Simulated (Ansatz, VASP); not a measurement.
MgBe2Te3: VASP beside Ansatz

INCAR

```
ALGO = Normal
EDIFF = 1E-6
ENCUT = 520
GGA = PE
ISIF = 2
ISMEAR = 0
LASPH = True
LCHARG = True
LELF = True
LREAL = False
LVHAR = True
LWAVE = False
NBANDS = 36
NELM = 80
PREC = Accurate
SIGMA = 0.1
```

File KPOINTS:

```
k-points
0
Gamma
  4 4 2
```

File POSCAR:

```
MgBe2Te3
1.0
    9.7434200000     -2.0533414000      0.0000000000
    9.7434200000      2.0533414000      0.0000000000
   -1.6526169000      0.0000000000      7.8611957000
Mg Be Te
2 4 6
Direct
    0.9203990000      0.9203990000      0.8789230000
    0.9199345000      0.9199345000      0.3349820000
    0.2423540000      0.2423540000      0.5178330000
    0.2461630000      0.2461630000      0.0178470000
    0.6067580000      0.6067580000      0.1981210000
    0.5883050000      0.5883050000      0.6912320000
    0.3154595000      0.3154595000      0.3080180000
    0.3165320000      0.3165320000      0.7992550000
    0.4843550000      0.4843550000      0.1386290000
    0.0153720000      0.0153720000      0.6546620000
    0.6678090000      0.6678090000      0.4858390000
    0.6699030000      0.6699030000      0.9746600000
```

Input for Ansatz:

```yaml
crystal:
  lattice:
    - [9.74342, -2.0533414, 0.0]
    - [9.74342, 2.0533414, 0.0]
    - [-1.6526169, 0.0, 7.8611957]
  atoms:
    - { symbol: Mg, position: [0.920399, 0.920399, 0.878923] }
    - { symbol: Mg, position: [0.9199345, 0.9199345, 0.334982] }
    - { symbol: Be, position: [0.242354, 0.242354, 0.517833] }
    - { symbol: Be, position: [0.246163, 0.246163, 0.017847] }
    - { symbol: Be, position: [0.606758, 0.606758, 0.198121] }
    - { symbol: Be, position: [0.588305, 0.588305, 0.691232] }
    - { symbol: Te, position: [0.3154595, 0.3154595, 0.308018] }
    - { symbol: Te, position: [0.316532, 0.316532, 0.799255] }
    - { symbol: Te, position: [0.484355, 0.484355, 0.138629] }
    - { symbol: Te, position: [0.015372, 0.015372, 0.654662] }
    - { symbol: Te, position: [0.667809, 0.667809, 0.485839] }
    - { symbol: Te, position: [0.669903, 0.669903, 0.97466] }
basis:
  ecutwfc: 420
kpoints:
  mp_grid: { grid: [4, 4, 2] }
hamiltonian:
  xc: pbe
scf:
  occupations: { method: gaussian, width: 0.1 }
  lower_state_search: "off"
output:
  forces: true
  stress: true
  eigenvalues: true
```

Change from the starting cell: relaxed end of: species swapped into the Ti3NbAl2 type (P-3m1, No. 164).

Alike in both runs: task single point; functional PBE; k mesh 4 × 4 × 2; occupations gaussian, width 0.1 eV; no spin polarisation.

|  | VASP | Ansatz |
| --- | --- | --- |
| version | VASP 6.6.1 | Ansatz 0.2.0 |
| potentials or method | VASP PAW PBE potentials, release 64 (Mg, Be, Te), cutoff 520 eV | scalar-relativistic, plane waves, PAW |
| valence electrons in the cell | 48 | 124 |

|  | VASP | Ansatz | Ansatz less VASP |
| --- | --- | --- | --- |
| gap on the k mesh at the Fermi level (eV) | 1.02 | 1.03 | +0.010 |
| least direct gap on the mesh (eV) | 2.01 | 2.02 | +0.011 |
| pressure (GPa) | 0.2 | 0.1 | -0.07 |
| traceless stress, the component that is largest in VASP (GPa) | -0.26 | -0.28 | -0.017 |
| rms of the force components (eV/Å) | 0.005 | 0.008 | +0.0023 |

Atom by atom the forces differ by 0.007 eV/Å (rms over components). With one functional, cell and mesh, what is left measures potentials, basis and numerics. VASP's potentials hold 48 valence electrons a cell and Ansatz's 124, so a difference there can come from the potentials and not from the codes.

Neither program's run includes spin-orbit coupling.
